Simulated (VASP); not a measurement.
Runs of VASP 6.6.1 on Br. The structure is that of space group P6_3/mmc (No. 194), or close to it. The cells are those of the table. 

```csv
task,cell,k mesh,cutoff (eV),gap on the mesh (eV),pressure (GPa),relaxed volume (Å³/atom)
single point,"a = 3.005, b = 3.005, c = 9.284 Å, angles 90.0, 90.0, 120.0°, 2 atoms",8 × 8 × 4,520,none,0.0,-
relaxation of cell and atoms,"relaxed from a = 3.005, b = 3.005, c = 9.284 Å, angles 90.0, 90.0, 120.0°, 2 atoms",9 × 9 × 3,600,none,-0.1,36.68
relaxation of cell and atoms,"relaxed from a = 3.330, b = 3.330, c = 5.438 Å, angles 90.0, 90.0, 120.0°, 2 atoms",8 × 8 × 4,600,none,0.1,(a)
single point,"a = 3.018, b = 3.018, c = 9.283 Å, angles 90.0, 90.0, 120.0°, 2 atoms",9 × 9 × 3,520,none,0.0,-
```

Alike in all rows: level PBE; potentials or basis VASP PAW PBE potentials, release 64 (Br); no spin polarisation; smearing fermi-dirac 0.02 eV.

Q: Estimate the missing entries.

A: (a) 34.02.

Caveats: this functional lacks dispersion, which binds layers or chains, so the pressure and a relaxed spacing across them are unreliable; the volume moved by over 15 % at a fixed basis, so the end points are rough (at least some runs).

A k mesh can miss the band edges, and the runs leave out spin-orbit coupling on Br.

A gap of «none» marks levels without a gap at the run's occupations.
